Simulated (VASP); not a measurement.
**ZnS: single point with r2SCAN**

The system is ZnS.

```xyz
4
Lattice="3.8110 0.0000 0.0000 -1.9055 3.3004 0.0000 0.0000 0.0000 6.2340" Properties=species:S:1:pos:R:3 pbc="T T T"
Zn    0.0625    2.2003    0.0000
Zn    1.9680    1.1001    3.1170
S     0.0000    2.2003    2.4001
S     1.9055    1.1001    5.5171
```

This cell differs from its parent crystal: all Zn atoms moved +0.062 Å, as atom 1 along Cartesian [1 0 0].

```yaml
Program: VASP 6.6.1
Task: single point
Functional: r2SCAN
Potentials_or_basis: VASP PAW PBE potentials, release 64 (Zn, S)
Cutoff: 520 eV
k_mesh: 6 × 6 × 4
Occupations: gaussian, width 0.05 eV
Spin: no spin polarisation
```

The pressure is 0.3 GPa, the largest force is 0.549 eV/Å and the band gap on the k mesh is 2.81 eV, direct.

Forces in eV/Å, atoms in the order of the input:
```
Zn  -0.425  0.041  0.345
Zn  -0.425 -0.041  0.345
S    0.425  0.045 -0.345
S    0.425 -0.045 -0.345
```

Stress tensor (GPa, compression positive):
```
 1.16  0.00 -0.95
 0.00  0.95  0.00
-0.95  0.00 -1.08
```

Levels at points of the mesh, in eV from the valence-band top:
```csv
k point,band 14,band 15,band 16,band 17,band 18,band 19,band 20,band 21,band 22,band 23
"(0.00, 0.00, 0.00)",-0.91,-0.91,-0.05,-0.03,0.00,2.81,3.49,6.76,6.76,7.10
"(0.50, 0.00, 0.00)",-4.27,-3.24,-2.33,-1.61,-1.02,3.97,4.77,5.50,7.59,7.98
"(0.00, 0.50, 0.00)",-4.29,-3.25,-2.31,-1.62,-1.01,3.97,4.76,5.49,7.59,7.98
"(0.00, 0.00, 0.50)",-2.80,-0.58,-0.58,-0.39,-0.39,4.04,4.04,7.05,7.05,7.32
"(0.50, 0.00, 0.50)",-4.91,-1.75,-1.72,-1.61,-1.53,3.92,4.10,5.46,5.66,9.51
"(0.00, 0.50, 0.50)",-4.99,-1.76,-1.76,-1.55,-1.55,4.01,4.01,5.55,5.55,9.55
```

Run time: 6.5 min on 1 thread of Intel(R) Xeon(R) Platinum 8375C CPU @ 2.90GHz (Ice Lake), on a shared host, peak memory 0.24 GiB.

Caveat: the cell differs from its parent crystal (all Zn atoms moved +0.062 Å, as atom 1 along Cartesian [1 0 0]); the PAW data sets were made with another functional, which shifts forces and pressure a little.
